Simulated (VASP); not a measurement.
Input of a VASP 6.6.1 run:

INCAR

```
  ALGO = Normal
  EDIFF = 1E-6
  EDIFFG = -0.001
  ENCUT = 600
  GGA = PE
  IBRION = 2
  ISIF = 3
  ISMEAR = -1
  LASPH = True
  LCHARG = False
  LREAL = False
  LWAVE = False
  NELM = 80
  NSW = 80
  PREC = Accurate
  PSTRESS = 500.0
  SIGMA = 0.15
```

KPOINTS

```
k-points
0
Gamma
  16 16 16
```

Contents of POSCAR:

```
HfN
1.0
    0.0000000000      2.2743602385      2.2743602385
    2.2743602385      0.0000000000      2.2743602385
    2.2743602385      2.2743602385      0.0000000000
Hf N
1 1
Direct
    0.0000000000      0.0000000000      0.0000000000
    0.5000000000      0.5000000000      0.5000000000
```

Potentials or basis: VASP PAW PBE potentials, release 64 (Hf_pv, N).

Run with:

```bash
$ cat potpaw_PBE.64/Hf_pv/POTCAR potpaw_PBE.64/N/POTCAR > POTCAR
$ mpirun -np 1 vasp_std > vasp.out
```

Task: Predict the space group after relaxing (to 0.05 Å).

Result: Fm-3m (No. 225).

Task: Estimate the relaxed volume.

Result: 10.16 Å³/atom.

Task: What does it give for the relaxed cell?

Result: a = 3.063 Å, b = 3.063 Å, c = 3.063 Å, α = 60.00°, β = 60.00°, γ = 60.00°.

Final structure:
```
CELL_PARAMETERS angstrom
0.00000 2.16580 2.16580
2.16580 0.00000 2.16580
2.16580 2.16580 0.00000
ATOMIC_POSITIONS crystal
Hf 0.00000 0.00000 0.00000
N 0.50000 0.50000 0.50000
```

Caveat: the cell is relaxed towards a set pressure, so the enthalpy falls and the energy may rise.
